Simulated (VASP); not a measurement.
A run of VASP 6.6.1:

INCAR

```
PREC = Accurate ; ENCUT = 520
EDIFF = 1E-6 ; ISMEAR = 0
SIGMA = 0.03 ; LREAL = False
LASPH = True ; NELM = 100
ALGO = Normal ; ISIF = 2
LWAVE = False ; LCHARG = False
GGA = PS ; NBANDS = 21
```

Contents of KPOINTS:

```
Automatic mesh
0
Gamma
  8 8 6
```

Contents of POSCAR:

```
AlInSb2
1.0
    4.1288207115      0.0000000000      0.0000000000
    0.0000000000      4.1288207115      0.0000000000
    0.0000000000      0.0000000000      7.5623270182
Al In Sb
1 1 2
Direct
    0.0000000000      0.0000000000      0.0000000000
    0.5000000000      0.5000000000      0.5000000000
    0.0000000000      0.5000000000      0.2333653700
    0.5000000000      0.0000000000      0.7666346300
```

Potentials or basis: VASP PAW PBE potentials, release 64 (Al, In_d, Sb).

Command:

```sh
$ cat potpaw_PBE.64/Al/POTCAR potpaw_PBE.64/In_d/POTCAR potpaw_PBE.64/Sb/POTCAR > POTCAR
$ mpirun -np 1 vasp_std > vasp.out
```

Hardware: 1 thread of Intel(R) Xeon(R) Platinum 8488C (Sapphire Rapids), on a shared host.

Question: How long does it take, and how much memory?

Answer: Wall time 88 s on 1 thread of Intel(R) Xeon(R) Platinum 8488C (Sapphire Rapids), on a shared host, peak memory 0.34 GiB. Counts: scf iterations 13, k points 60.
